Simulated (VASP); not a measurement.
# BN: single point with PBE+D3(BJ)

Crystal: BN.

```
B N
1.0
     2.56451    0.00000    0.00000
    -1.28225    2.17036    0.00000
     0.00000    0.00000    6.59240
B N
2 2
Direct
  0.82712 0.00000 0.50000
  0.50651 0.66667 0.00000
  0.17234 0.00000 0.00000
  0.49409 0.33333 0.50000
```

This cell differs from its parent crystal: atoms displaced along a vibrational mode, the cell strained.

```json
{
  "Program": "VASP 6.6.1",
  "Task": "single point",
  "Functional": "PBE",
  "Dispersion": "D3(BJ)",
  "Potentials or basis": "VASP PAW PBE potentials, release 64 (B, N)",
  "Cutoff": "520 eV",
  "k mesh": "12 × 12 × 4",
  "Occupations": "methfessel-paxton, width 0.05 eV",
  "Spin": "no spin polarisation",
  "Dipole correction": "no",
  "Further INCAR settings": "ALGO = Normal; EDIFF = 1e-06; NBANDS = 16"
}
```

- Pressure: -7.5 GPa
- Largest force: 0.313 eV/Å
- Band gap on the k mesh: 3.29 eV (least direct gap 3.65 eV)
- Dispersion energy per atom: -0.139 eV

Forces on the atoms (eV/Å):
```
B    0.035  0.216  0.000
B   -0.056  0.246  0.000
N    0.019 -0.312  0.000
N    0.002 -0.149  0.000
```

Stress tensor (GPa, compression positive):
```
-20.20   0.36   0.00
  0.36  -3.52   0.00
  0.00   0.00   1.20
```

Levels at points of the mesh, in eV from the valence-band top:
```tsv
k point	band 4	band 5	band 6	band 7	band 8	band 9	band 10	band 11	band 12	band 13
(0.00, 0.00, 0.00)	-4.15	-1.70	-1.69	-1.61	-1.59	4.96	9.83	10.73	10.77	10.94
(0.50, 0.00, 0.00)	-8.97	-4.26	-4.21	-1.64	-0.94	3.90	5.31	8.95	9.60	12.36
(0.50, 0.50, 0.00)	-8.90	-4.26	-4.22	-1.88	-0.53	3.29	5.85	8.97	9.63	11.99
(0.00, 0.50, 0.00)	-8.89	-4.59	-4.54	-1.41	-0.77	4.00	5.31	8.37	8.97	12.53
(0.00, 0.00, 0.50)	-5.38	-1.70	-1.70	-1.61	-1.59	7.28	7.29	10.76	10.77	11.16
(0.50, 0.00, 0.50)	-9.05	-4.25	-4.22	-1.24	-1.22	4.27	4.34	9.38	9.55	13.12
(0.50, 0.50, 0.50)	-9.05	-4.25	-4.24	-1.25	-1.25	4.33	4.35	9.45	9.45	13.65
(0.00, 0.50, 0.50)	-8.97	-4.57	-4.56	-1.04	-1.03	4.33	4.40	8.72	8.90	13.18
```

Wall time 85 s on 1 thread of AMD EPYC 7R13 (shared host), peak memory 0.21 GiB.

Caveat: the cell differs from its parent crystal (atoms displaced along a vibrational mode, the cell strained); the stress differs along the axes, from -20 to 1 GPa. A k mesh can miss the band edges.
